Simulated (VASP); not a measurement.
# I (C2/m) in VASP: further runs

The runs below take I through relaxation of cell and atoms, with PBEsol+D4, PBEsol.

Program: VASP 6.6.1. These are calculated values, not measurements. Logs are shortened: lines on timing, memory, paths and dates and some standing lists are left out, and cuts for length are marked.

## Step 1: The cell of the first run

Symmetry: C2/m, No. 12, monoclinic system. The conventional cell has a = 5.077 Å, b = 7.413 Å, c = 2.880 Å, α = 90.00°, β = 124.24°, γ = 90.00°. I (site symmetry 2/m) has 2 I at 2.88 Å within 3.8 Å.

## Step 2: Relaxation of cell and atoms, PBEsol+D4

INCAR

```
SYSTEM = I
PREC = Accurate
ENCUT = 600
EDIFF = 1E-6
ISMEAR = -1
SIGMA = 0.05
LREAL = .FALSE.
LASPH = .TRUE.
NELM = 80
ALGO = Normal
ISIF = 3
LWAVE = .FALSE.
LCHARG = .FALSE.
GGA = PS
IVDW = 13
IBRION = 2
NSW = 60
EDIFFG = -0.01
```

KPOINTS

```
Automatic mesh
0
G
  7 7 11
  0 0 0
```

POSCAR

```
I
1.0
    2.5383465792     -3.7066249365      0.0000000000
    2.5383465792      3.7066249365      0.0000000000
   -1.6208748370      0.0000000000      2.3810977968
I
1
Direct
    0.5000000000      0.5000000000      0.5000000000
```

Potentials or basis: VASP PAW PBE potentials, release 64 (I).

On the command line:

```sh
> cat potpaw_PBE.64/I/POTCAR > POTCAR
> mpirun -np 1 vasp_std > vasp.out
```

OUTCAR:

```text
SYSTEM = I
   PREC = Accurate
   ENCUT = 600
   EDIFF = 1E-6
   ISMEAR = -1
   LREAL = .FALSE.
   LASPH = .TRUE.
   NELM = 80
   ISIF = 3
   GGA = PS
   IVDW = 13
   IBRION = 2
   NSW = 60
   EDIFFG = -0.01

 ion  position               nearest neighbor table
   1  0.500  0.500  0.500-

  LATTYP: Found a base centered monoclinic cell.
 ALAT       =     5.0766931584
 B/A-ratio  =     1.4602517114
 C/A-ratio  =     0.5673826054
 COS(beta)  =    -0.5627202553

  Lattice vectors:

 A1 = (   2.5383465792,  -3.7066249365,   0.0000000000)
 A2 = (   2.5383465792,   3.7066249365,   0.0000000000)
 A3 = (  -1.6208748370,   0.0000000000,   2.3810977968)

Analysis of symmetry for initial positions (statically):
=====================================================================
 Subroutine PRICEL returns:
 Original cell was already a primitive cell.

 Routine SETGRP: Setting up the symmetry group for a
 base centered monoclinic supercell.

 Subroutine GETGRP returns: Found  4 space group operations
 (whereof  4 operations were pure point group operations)
 out of a pool of  4 trial point group operations.

The static configuration has the point symmetry C_2h.

Analysis of symmetry for dynamics (positions and initial velocities):
=====================================================================
 Subroutine PRICEL returns:
 Original cell was already a primitive cell.

 Routine SETGRP: Setting up the symmetry group for a
 base centered monoclinic supercell.

 Subroutine GETGRP returns: Found  4 space group operations
 (whereof  4 operations were pure point group operations)
 out of a pool of  4 trial point group operations.

The dynamic configuration has the point symmetry C_2h.

 Subroutine INISYM returns: Found  4 space group operations
 (whereof  4 operations are pure point group operations),
 and found     1 'primitive' translations

----------------------------------------------------------------------------------------

                                     Primitive cell

  volume of cell :      44.8061

  direct lattice vectors                    reciprocal lattice vectors
     2.538346579 -3.706624936  0.000000000     0.196978618 -0.134893605  0.134088438
     2.538346579  3.706624936  0.000000000     0.196978618  0.134893605  0.134088438
    -1.620874837  0.000000000  2.381097797     0.000000000  0.000000000  0.419974350

  length of vectors
     4.492468339  4.492468339  2.880427391     0.273818498  0.273818498  0.419974350

  position of ions in fractional coordinates (direct lattice)
     0.500000000  0.500000000  0.500000000

  ion indices of the primitive-cell ions
   primitive index   ion index
                 1           1

----------------------------------------------------------------------------------------

 KPOINTS: Automatic mesh

Automatic generation of k-mesh.
 Grid dimensions read from file:
 generate k-points for:    7    7   11

 Generating k-lattice:

  Cartesian coordinates                     Fractional coordinates (reciprocal lattice)
     0.028139803 -0.019270515  0.019155491     0.142857143 -0.000000000  0.000000000
     0.028139803  0.019270515  0.019155491    -0.000000000  0.142857143  0.000000000
     0.000000000  0.000000000  0.038179486     0.000000000  0.000000000  0.090909091

  Length of vectors
     0.039116928  0.039116928  0.038179486

  Shift w.r.t. Gamma in fractional coordinates (k-lattice)
     0.000000000  0.000000000  0.000000000

 Subroutine IBZKPT returns following result:
 ===========================================

 Found    156 irreducible k-points:

 Following reciprocal coordinates:
            Coordinates               Weight
  0.000000  0.000000  0.000000      1.000000
  0.142857  0.000000  0.000000      4.000000
  0.285714 -0.000000  0.000000      4.000000
  0.428571  0.000000  0.000000      4.000000
  0.142857  0.142857  0.000000      2.000000
  0.285714  0.142857 -0.000000      4.000000
[... 16 lines left out ...]
 -0.142857  0.000000  0.090909      4.000000
  0.142857  0.142857  0.090909      2.000000
 [... further k-points ...]
   k-points           NKPTS =    156   k-points in BZ     NKDIM =    156   number of bands    NBANDS=      7
   number of dos      NEDOS =    301   number of ions     NIONS =      1
   total plane-waves  NPLWV =  31104
   dimension x,y,z NGX =    36 NGY =   36 NGZ =   24
   dimension x,y,z NGXF=    72 NGYF=   72 NGZF=   48
   ions per type =               1
   NGX,Y,Z   is equivalent  to a cutoff of  13.32, 13.32, 13.85 a.u.
   NGXF,Y,Z  is equivalent  to a cutoff of  26.64, 26.64, 27.70 a.u.
 SYSTEM =  I
   PREC   = accura    normal or accurate (medium, high low for compatibility)
   ISTART =      0    job   : 0-new  1-cont  2-samecut
   ICHARG =      2    charge: 1-file 2-atom 10-const
   ISPIN  =      1    spin polarized calculation?
   LNONCOLLINEAR =      F non collinear calculations
   LSORBIT =      F    spin-orbit coupling
   LASPH  =      T    aspherical Exc in radial PAW
   ENCUT  =  600.0 eV  44.10 Ry    6.64 a.u.   8.97  8.97  5.75*2*pi/ulx,y,z
   NELM   =     80;   NELMIN=  2; NELMDL= -5     # of ELM steps
   EDIFF  = 0.1E-05   stopping-criterion for ELM
   LREAL  =      F    real-space projection
   EDIFFG = -.1E-01   stopping-criterion for IOM
   NSW    =     60    number of steps for IOM
   IBRION =      2    ionic relax: 0-MD 1-quasi-New 2-CG
   NFREE  =      1    steps in history (QN), initial steepest desc. (CG)
   ISIF   =      3    stress and relaxation
   ISYM   =      2    0-nonsym 1-usesym 2-fastsym
   POTIM  = 0.5000    time-step for ionic-motion
   TEBEG  =    0.0;   TEEND  =   0.0 temperature during run
   PSTRESS=    0.0 pullay stress
   NELECT =       7.0000    total number of electrons
   NUPDOWN=      -1.0000    fix difference up-down
   EMIN   =  10.00;   EMAX   =-10.00  energy-range for DOS
   EFERMI =   0.00;   METHOD = LEGACY
   ISMEAR =    -1;   SIGMA  =   0.05  broadening in eV -4-tet -1-fermi 0-gaus
   EFERMI_NEDOS =   21; number of points for ismear=-14 and -15
   IALGO  =     38    algorithm
   IMIX   =      4    mixing-type and parameters
     AMIX     =   0.40;   BMIX     =  1.00
     AMIX_MAG =   1.60;   BMIX_MAG =  1.00
  volume/ion in A,a.u.               =      44.81       302.37
  Fermi-wavevector in a.u.,A,eV,Ry     =   0.881716  1.666201 10.577477  0.777423
  Thomas-Fermi vector in A             =   2.002249
   LORBIT       =      0    0 simple, 1 ext, 2 COOP (PROOUT), +10 PAW based schemes
   GGA     = PS    functional components
   LHFCALC =     F    Hartree Fock is set to
   AEXX    =    0.0000 exact exchange contribution
   IVDW    =    13    specifies the selected vdW correction
   LEPSILON=     F    determine dielectric tensor
   LRPA    =     F    only Hartree local field effects (RPA)
 conjugate gradient relaxation of ions
 non-spin polarized calculation
  energy-cutoff  :      600.00
  volume of cell :       44.81
 maximum number of plane-waves:      1517
   NGX = 17   NGY = 17   NGZ = 11

--------------------------------------- Ionic step        1  -------------------------------------------

 number of electron       7.0000000 magnetization

 Free energy of the ion-electron system (eV)
  ---------------------------------------------------
  ext. energy  EPLUGINS =         0.00000000
  ---------------------------------------------------
  free energy    TOTEN  =        -1.62155295 eV

  energy without entropy =       -1.61575027  energy(sigma->0) =       -1.61865161

------------------------ aborting loop because EDIFF is reached ----------------------------------------

  DFT-D4 for vdW energy calculation

  Edisp (eV):   -0.18767

  FORCE on cell =-STRESS in cart. coord.  units (eV):
  Direction    XX          YY          ZZ          XY          YZ          ZX
  --------------------------------------------------------------------------------------
  -------------------------------------------------------------------------------------
  Total      -0.32111    -0.24331    -0.31635     0.00000     0.00000    -0.03355
  in kB     -11.48240    -8.70034   -11.31215     0.00000     0.00000    -1.19950
  external pressure =      -10.50 kB  Pullay stress =        0.00 kB
[... 94 lines left out ...]
  FREE ENERGIE OF THE ION-ELECTRON SYSTEM (eV)
  ---------------------------------------------------
  free  energy   TOTEN  =        -1.8168354734 eV

  energy  without entropy=       -1.8125062533  energy(sigma->0) =       -1.81467086

 E-fermi :   4.3630     XC(G=0):  -9.0443

 val. band max:        4.3607701056   @ k =  -0.2857   0.0000   0.2727
 cond. band min:       4.3689848812   @ k =   0.2857   0.2857   0.3636
 fundamental gap:      0.0082147756
 Fermi energy:         4.3629873428

 k-point     1 :       0.0000    0.0000    0.0000
  band No.  band energies     occupation
      1      -9.8869      2.00000
      2       3.2480      2.00000
      3       3.5293      2.00000
      4       8.2120      0.00000
      5       9.0648      0.00000
      6      12.2011      0.00000
      7      13.2910      0.00000
[... 221 lines left out ...]
 k-point    24 :       0.1429    0.1429    0.0909
  band No.  band energies     occupation
      1      -9.1818      2.00000
      2       0.5729      2.00000
      3       2.4494      2.00000
      4       7.1029      0.00000
      5      10.9955      0.00000
      6      11.8683      0.00000
      7      16.5098      0.00000

 [... further k-points ...]

 E-fermi :   7.6435     XC(G=0): -10.2219

 val. band max:        7.6364160124   @ k =   0.1429   0.0000   0.1818
 cond. band min:       7.6715634498   @ k =  -0.2857   0.2857   0.0000
 fundamental gap:      0.0351474374
 Fermi energy:         7.6434877892

 k-point     1 :       0.0000    0.0000    0.0000
  band No.  band energies     occupation
      1      -7.9381      2.00000
      2       7.2190      1.99959
      3       8.4906      0.00000
      4      10.5757      0.00000
      5      13.7811      0.00000
      6      15.5307      0.00000
      7      18.1556      0.00000
[... 221 lines left out ...]
 k-point    24 :       0.1429    0.1429    0.0909
  band No.  band energies     occupation
      1      -6.3562      2.00000
      2       2.6476      2.00000
      3       5.8546      2.00000
      4      10.0080      0.00000
      5      14.1860      0.00000
      6      15.9406      0.00000
      7      18.7212      0.00000

 [... further k-points ...]

[... ionic steps 4 to 23 ...]

--------------------------------------- Ionic step       24  -------------------------------------------

 number of electron       7.0000000 magnetization

------------------------ aborting loop because EDIFF is reached ----------------------------------------

  DFT-D4 for vdW energy calculation

  Edisp (eV):   -0.23312
[... 67 lines left out ...]
  energy  without entropy=       -1.9118827394  energy(sigma->0) =       -1.91376087

--------------------------------------- Ionic step       26  -------------------------------------------

 number of electron       7.0000000 magnetization

 Free energy of the ion-electron system (eV)
  ---------------------------------------------------
  ext. energy  EPLUGINS =         0.00000000
  ---------------------------------------------------
  free energy    TOTEN  =        -1.68247653 eV

  energy without entropy =       -1.67881652  energy(sigma->0) =       -1.68064652

 E-fermi :   4.7119     XC(G=0):  -9.1152

 val. band max:        4.6755456736   @ k =  -0.1429  -0.1429   0.4545
 cond. band min:       4.7557879213   @ k =  -0.1429   0.1429   0.0909
 fundamental gap:      0.0802422476
 Fermi energy:         4.7119039121

 k-point     1 :       0.0000    0.0000    0.0000
  band No.  band energies     occupation
      1      -9.5750      2.00000
      2       3.3132      2.00000
      3       5.5298      0.00000
      4       6.4304      0.00000
      5       9.6618      0.00000
      6      12.2785      0.00000
      7      13.5265      0.00000
[... 221 lines left out ...]
 k-point    24 :       0.1429    0.1429    0.0909
  band No.  band energies     occupation
      1      -8.2910      2.00000
      2       0.2241      2.00000
      3       3.3017      2.00000
      4       6.2360      0.00000
      5      10.6973      0.00000
      6      11.7670      0.00000
      7      15.2076      0.00000

 [... further k-points ...]

------------------------ aborting loop because EDIFF is reached ----------------------------------------

  DFT-D4 for vdW energy calculation

  Edisp (eV):   -0.23318

  FORCE on cell =-STRESS in cart. coord.  units (eV):
  Direction    XX          YY          ZZ          XY          YZ          ZX
  --------------------------------------------------------------------------------------
  -------------------------------------------------------------------------------------
  Total       0.00335     0.00598     0.00063     0.00000     0.00000     0.00543
  in kB       0.15193     0.27148     0.02863     0.00000     0.00000     0.24668
  external pressure =        0.15 kB  Pullay stress =        0.00 kB
[... 16 lines left out ...]
  FREE ENERGIE OF THE ION-ELECTRON SYSTEM (eV)
  ---------------------------------------------------
  free  energy   TOTEN  =        -1.9156572247 eV

  energy  without entropy=       -1.9119972111  energy(sigma->0) =       -1.91382722

 reached required accuracy - stopping structural energy minimisation
```

Wall time 18 min (1 thread of AMD EPYC 7R13, shared host); peak memory 0.21 GiB.

Results:

```
Free energy                           : -1.9157 eV
Relaxed volume                        : 35.30 Å³/atom
Relaxed cell                          : a = 4.190 Å, b = 4.190 Å, c = 3.091 Å, α = 111.79°, β = 111.79°, γ = 115.33°
Space group after relaxing (to 0.1 Å) : Immm (No. 71)
Energy gained by relaxing             : 106.4 meV/atom
Ionic steps                           : 26
Pressure after relaxing               : 0.0 GPa
Band gap on the k mesh                : zero (an odd number of electrons rules out a gap without spin polarisation)
Dispersion energy per atom            : -0.233 eV
```

Step by step:
```tsv
step	energy change (eV)	largest force (eV/Å)	pressure (GPa)	volume (Å³)
1	0.0000	0.0000	-1.05	44.81
2	-0.0075	0.0000	-0.12	42.93
3	-0.0076	0.0000	0.02	42.67
4	-0.0127	0.0000	0.03	41.95
5	-0.0269	0.0000	0.19	39.82
6	-0.0487	0.0000	1.09	35.71
7	0.0634	0.0000	9.65	28.04
8	-0.0506	0.0000	1.37	35.01
9	-0.0624	0.0000	0.35	34.80
10	-0.0639	0.0000	0.07	34.72
11	-0.0644	0.0000	-0.39	34.55
12	-0.0741	0.0000	-0.23	34.17
13	-0.0954	0.0000	0.68	33.34
14	-0.0301	0.0000	6.00	31.43
15	-0.0957	0.0000	1.08	33.10
16	-0.0962	0.0000	0.91	33.20
17	-0.1009	0.0000	0.49	33.85
18	-0.1021	0.0000	0.16	34.46
19	-0.1061	0.0000	0.10	34.96
20	-0.1063	0.0000	0.11	35.07
21	-0.1063	0.0000	0.10	35.10
22	-0.1063	0.0000	0.10	35.12
23	-0.1064	0.0000	-0.05	35.32
24	-0.1064	0.0000	-0.02	35.31
25	-0.1064	0.0000	0.00	35.31
26	-0.1064	0.0000	0.02	35.30
```

Final structure:
```
I
1.0
     2.21073   -3.53986   -0.36622
     2.21073    3.53986   -0.36622
    -1.75258    0.00000    2.54569
I
1
Direct
  0.50000 0.50000 0.50000
```

Levels at points of the mesh, in eV from the Fermi level:
```csv
k point,band 1,band 2,band 3,band 4,band 5,band 6,band 7
"(0.00, 0.00, 0.00)",-14.29,-1.40,0.82,1.72,4.95,7.57,8.81
```

Caveat: the volume moved by over 15 % at a fixed basis, so the end points are rough; the PAW data sets were made with another functional, which shifts forces and pressure a little; spin-orbit coupling is left out, which moves the levels of the heavy elements; an odd number of electrons without spin polarisation forces a metal; a magnetic or distorted state may lie lower.

## Step 3: Relaxation of cell and atoms, PBEsol

INCAR

```
PREC     = Accurate       # precision mode
ENCUT    = 600            # plane-wave cutoff, eV
EDIFF    = 1E-7           # SCF threshold, eV
ISMEAR   = -1             # smearing method
SIGMA    = 0.05           # smearing width, eV
LREAL    = False          # projectors in reciprocal space
LASPH    = True           # aspherical terms in the spheres
NELM     = 80             # most SCF steps
ALGO     = Normal         # electronic algorithm
ISIF     = 3              # what is computed and relaxed
LWAVE    = False          # write WAVECAR
LCHARG   = False          # write CHGCAR
GGA      = PS             # functional
IBRION   = 2              # ionic algorithm
NSW      = 60             # ionic steps
EDIFFG   = -0.01          # ionic threshold
```

KPOINTS

```
regular mesh
0
Gamma
  7 7 11
```

POSCAR is that of step 2.

Potentials or basis: VASP PAW PBE potentials, release 64 (I).

On the command line:

```sh
> cat potpaw_PBE.64/I/POTCAR > POTCAR
> mpirun -np 1 vasp_std > vasp.out
```

It took 26 min on 1 thread of AMD EPYC 7R13, shared host; peak memory 0.21 GiB.

The run converged. Its results:

| Quantity | Value |
| --- | --- |
| Free energy | -1.6895 eV |
| Relaxed volume | 37.78 Å³/atom |
| Relaxed cell | a = 4.370 Å, b = 4.370 Å, c = 3.109 Å, α = 111.21°, β = 111.21°, γ = 117.46° |
| Space group after relaxing (to 0.1 Å) | C2/m (No. 12) |
| Energy gained by relaxing | 67.9 meV/atom |
| Ionic steps | 27 |
| Pressure after relaxing | 0.0 GPa |
| Band gap on the k mesh | zero (an odd number of electrons rules out a gap without spin polarisation) |

The path:
| step | energy change (eV) | largest force (eV/Å) | pressure (GPa) | volume (Å³) |
| --- | --- | --- | --- | --- |
| 1 | 0.0000 | 0.0000 | -0.40 | 44.81 |
| 2 | -0.0015 | 0.0000 | -0.10 | 44.08 |
| 3 | -0.0019 | 0.0000 | 0.12 | 43.61 |
| 4 | -0.0026 | 0.0000 | 0.11 | 43.40 |
| 5 | -0.0047 | 0.0000 | 0.12 | 42.78 |
| 6 | -0.0087 | 0.0000 | 0.17 | 41.55 |
| 7 | -0.0172 | 0.0000 | 0.47 | 39.12 |
| 8 | -0.0221 | 0.0000 | 2.48 | 34.39 |
| 9 | -0.0240 | 0.0000 | 0.95 | 37.23 |
| 10 | -0.0261 | 0.0000 | 1.58 | 35.80 |
| 11 | -0.0278 | 0.0000 | 1.57 | 35.61 |
| 12 | -0.0309 | 0.0000 | 1.61 | 35.03 |
| 13 | -0.0332 | 0.0000 | 2.21 | 33.84 |
| 14 | 0.0146 | 0.0000 | 5.52 | 31.39 |
| 15 | -0.0335 | 0.0000 | 2.35 | 33.66 |
| 16 | -0.0401 | 0.0000 | 1.91 | 33.91 |
| 17 | -0.0527 | 0.0000 | 0.77 | 34.65 |
| 18 | -0.0531 | 0.0000 | 0.40 | 34.93 |
| 19 | -0.0533 | 0.0000 | 0.51 | 34.84 |
| 20 | -0.0554 | 0.0000 | 0.46 | 35.02 |
| 21 | -0.0606 | 0.0000 | 0.34 | 35.56 |
| 22 | -0.0664 | 0.0000 | 0.19 | 36.64 |
| 23 | -0.0664 | 0.0000 | 0.13 | 38.78 |
| 24 | -0.0678 | 0.0000 | 0.14 | 37.85 |
| 25 | -0.0678 | 0.0000 | 0.13 | 37.64 |
| 26 | -0.0679 | 0.0000 | -0.09 | 37.87 |
| 27 | -0.0679 | 0.0000 | 0.00 | 37.78 |

Final structure:
```
CELL_PARAMETERS angstrom
2.23769 -3.73491 -0.37147
2.23769 3.73491 -0.37147
-1.77226 0.00000 2.55428
ATOMIC_POSITIONS crystal
I 0.50000 0.50000 0.50000
```

Levels at points of the mesh, in eV from the Fermi level:
```tsv
k point	band 1	band 2	band 3	band 4	band 5	band 6	band 7
(0.00, 0.00, 0.00)	-14.03	-1.66	0.74	1.67	4.65	7.50	8.64
```

Caveat: the volume moved by over 15 % at a fixed basis, so the end points are rough; the PAW data sets were made with another functional, which shifts forces and pressure a little; spin-orbit coupling is left out, which moves the levels of the heavy elements; an odd number of electrons without spin polarisation forces a metal; a magnetic or distorted state may lie lower.
